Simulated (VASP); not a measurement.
# NiO2 (R-3m) in VASP: notebook, part 2 of 3

VASP 6.6.1. Earlier steps stand in the parts before.

### Step 4. Single point, PBEsol

This run uses another cell than the first one, of 15.61 Å³/atom.

Input file INCAR:

```
SYSTEM = NiO2
ALGO = Normal ; EDIFF = 1E-7
ENCUT = 520 ; GGA = PS
ISIF = 2 ; ISMEAR = 0
LASPH = .TRUE. ; LCHARG = .FALSE.
LREAL = .FALSE. ; LWAVE = .FALSE.
NBANDS = 18 ; NELM = 100
PREC = Accurate ; SIGMA = 0.02
```

Input file KPOINTS:

```
k-points
0
G
  12 12 12
  0 0 0
```

Input file POSCAR:

```
NiO2
1.0
    1.3917226335      0.8035114371      6.9795768818
   -1.3917226335      0.8035114371      6.9795768818
    0.0000000000     -1.6070228742      6.9795768818
Ni O
1 2
Direct
    0.0000000000      0.0000000000      0.0000000000
    0.6220913557      0.6220913557      0.6220913557
    0.3779086443      0.3779086443      0.3779086443
```

Launch:

```sh
cat potpaw_PBE.64/Ni/POTCAR potpaw_PBE.64/O/POTCAR > POTCAR
mpirun -np 1 vasp_std > vasp.out
```

Wall time 24 min (1 thread of Intel Xeon Platinum 8259CL at 2.50GHz (Skylake/Cascade Lake), shared host); peak memory 0.47 GiB.

Results (log left out):

```yaml
Free_energy: -18.7573 eV
Pressure: 0.4 GPa
Largest_force: 0.065 eV/Å
Band_gap_on_the_k_mesh: 1.27 eV (least direct gap 1.50 eV)
```

Forces in eV/Å, atoms in the order of the input:
```
Ni   0.000  0.000  0.000
O    0.000  0.000 -0.065
O    0.000  0.000  0.065
```

Stress tensor (GPa, compression positive):
```
0.54 0.00 0.00
0.00 0.54 0.00
0.00 0.00 0.20
```

Levels at points of the mesh, in eV from the valence-band top:
```csv
k point,band 7,band 8,band 9,band 10,band 11,band 12,band 13,band 14,band 15,band 16
"(0.00, 0.00, 0.00)",-2.04,-1.26,-0.94,-0.94,-0.09,2.44,2.44,7.04,10.46,10.71
"(0.50, 0.00, 0.00)",-2.66,-1.71,-1.65,-1.55,-0.92,1.77,2.32,12.21,12.73,13.74
"(0.50, 0.50, 0.00)",-2.66,-1.70,-1.65,-1.56,-0.92,1.76,2.32,12.43,13.02,13.23
"(0.50, 0.50, 0.50)",-2.04,-1.31,-0.94,-0.94,-0.07,2.44,2.44,7.76,8.69,11.46
```

Caveat: the PAW data sets were made with another functional, which shifts forces and pressure a little; the run has no spin polarisation, though such a crystal can be magnetic. A k mesh can miss the band edges.

### Step 5. Single point, PBEsol

This run uses another cell than the first one, of 15.61 Å³/atom.

Input file INCAR:

```
  ALGO = Normal
  EDIFF = 1E-6
  ENCUT = 520
  GGA = PS
  ISIF = 2
  ISMEAR = 0
  LASPH = True
  LCHARG = False
  LREAL = False
  LWAVE = False
  NBANDS = 18
  NELM = 100
  PREC = Accurate
  SIGMA = 0.02
```

Input file KPOINTS:

```
k-points
0
Gamma
  12 12 12
```

POSCAR is that of step 4.

Potentials or basis: VASP PAW PBE potentials, release 64 (Ni, O).

Launch:

```sh
cat potpaw_PBE.64/Ni/POTCAR potpaw_PBE.64/O/POTCAR > POTCAR
mpirun -np 1 vasp_std > vasp.out
```

OUTCAR:

```text
EDIFF = 1E-6
   ENCUT = 520
   GGA = PS
   ISIF = 2
   ISMEAR = 0
   LASPH = True
   LREAL = False
   NELM = 100
   PREC = Accurate

 ion  position               nearest neighbor table
   1  0.000  0.000  0.000-   2 1.86   2 1.86   3 1.86   3 1.86   2 1.86   3 1.86
   2  0.622  0.622  0.622-   1 1.86   1 1.86   1 1.86
   3  0.378  0.378  0.378-   1 1.86   1 1.86   1 1.86

[... 701 lines left out ...]

  FORCE on cell =-STRESS in cart. coord.  units (eV):
  Direction    XX          YY          ZZ          XY          YZ          ZX
  --------------------------------------------------------------------------------------
  -------------------------------------------------------------------------------------
  Total        0.1721287      0.1721287      0.0769035     -0.0000000      0.0000000      0.0000000
  in kB        5.8889628      5.8889628      2.6310644     -0.0000000      0.0000000      0.0000000
  external PRESSURE =       4.8029967 kB  Pullay stress =       0.0000000 kB

 VOLUME and BASIS-vectors are now :
 -----------------------------------------------------------------------------
  energy-cutoff  :      520.00
  volume of cell :       46.83
      direct lattice vectors                 reciprocal lattice vectors
     1.391722633  0.803511437  6.979576882     0.359266989  0.207422893  0.047758387
    -1.391722633  0.803511437  6.979576882    -0.359266989  0.207422893  0.047758387
     0.000000000 -1.607022874  6.979576882     0.000000000 -0.414845786  0.047758387

 POSITION                                       TOTAL-FORCE (eV/Angst)
 -----------------------------------------------------------------------------------
      0.00000      0.00000      0.00000         0.000000      0.000000     -0.000000
      0.00000      0.00000     13.02580         0.000000     -0.000000     -0.064740
      0.00000      0.00000      7.91293         0.000000     -0.000000      0.064740
 -----------------------------------------------------------------------------------
    total drift:                               -0.000000      0.000000      0.000000

  FREE ENERGIE OF THE ION-ELECTRON SYSTEM (eV)
  ---------------------------------------------------
  free  energy   TOTEN  =       -18.7573441666 eV

  energy  without entropy=      -18.7573441666  energy(sigma->0) =      -18.75734417
```

It took 23 min on 1 thread of Intel Xeon Platinum 8259CL at 2.50GHz (Skylake/Cascade Lake), shared host; peak memory 0.47 GiB.

Results:

```
Free energy            : -18.7573 eV
Pressure               : 0.5 GPa
Largest force          : 0.065 eV/Å
Band gap on the k mesh : 1.27 eV (least direct gap 1.50 eV)
```

Forces in eV/Å, atoms in the order of the input:
```
Ni   0.000  0.000  0.000
O    0.000  0.000 -0.065
O    0.000  0.000  0.065
```

Caveat: the PAW data sets were made with another functional, which shifts forces and pressure a little; the run has no spin polarisation, though such a crystal can be magnetic.

### Step 6. Single point, PBEsol (16.08 Å³/atom)

This run uses another cell than the first one, of 16.08 Å³/atom.

Input file INCAR:

```
PREC = Accurate ; ENCUT = 520
EDIFF = 1E-6 ; ISMEAR = 0
SIGMA = 0.02 ; LREAL = F
LASPH = T ; NELM = 60
ALGO = Normal ; ISIF = 2
LWAVE = F ; LCHARG = F
GGA = PS ; NBANDS = 18
```

Input file KPOINTS:

```
regular mesh
0
Gamma
  12 12 12
```

Input file POSCAR:

```
NiO2
1.0
    1.3920106568      0.8036777274      7.1859895338
   -1.3920106568      0.8036777274      7.1859895338
    0.0000000000     -1.6073554549      7.1859895338
Ni O
1 2
Direct
    0.0000000000      0.0000000000      0.0000000000
    0.6233861160      0.6233861160      0.6233861160
    0.3766138840      0.3766138840      0.3766138840
```

Potentials or basis: VASP PAW PBE potentials, release 64 (Ni, O).

Launch:

```sh
cat potpaw_PBE.64/Ni/POTCAR potpaw_PBE.64/O/POTCAR > POTCAR
mpirun -np 1 vasp_std > vasp.out
```

Run time: 26 min. Hardware: 1 thread of Intel Xeon Platinum 8259CL at 2.50GHz (Skylake/Cascade Lake), shared host; peak memory 0.5 GiB.

The run converged. Its results:

```
Free energy            : -18.7573 eV
Pressure               : 0.4 GPa
Largest force          : 0.066 eV/Å
Band gap on the k mesh : 1.27 eV (least direct gap 1.50 eV)
```

Forces in eV/Å, atoms in the order of the input:
```
Ni   0.000  0.000  0.000
O    0.000  0.000 -0.066
O    0.000  0.000  0.066
```

Stress tensor (GPa, compression positive):
```
0.50 0.00 0.00
0.00 0.50 0.00
0.00 0.00 0.25
```

Levels at points of the mesh, in eV from the valence-band top:
| k point | band 7 | band 8 | band 9 | band 10 | band 11 | band 12 | band 13 | band 14 | band 15 | band 16 |
| --- | --- | --- | --- | --- | --- | --- | --- | --- | --- | --- |
| (0.00, 0.00, 0.00) | -2.04 | -1.27 | -0.94 | -0.94 | -0.09 | 2.44 | 2.44 | 7.02 | 10.34 | 10.55 |
| (0.50, 0.00, 0.00) | -2.66 | -1.70 | -1.65 | -1.55 | -0.92 | 1.77 | 2.32 | 12.23 | 12.74 | 13.71 |
| (0.50, 0.50, 0.00) | -2.66 | -1.70 | -1.65 | -1.55 | -0.92 | 1.76 | 2.32 | 12.43 | 13.01 | 13.21 |
| (0.50, 0.50, 0.50) | -2.04 | -1.30 | -0.94 | -0.94 | -0.07 | 2.44 | 2.44 | 7.68 | 8.60 | 11.40 |

Caveat: the PAW data sets were made with another functional, which shifts forces and pressure a little; the run has no spin polarisation, though such a crystal can be magnetic. A k mesh can miss the band edges.

[end of part 2 of 3]
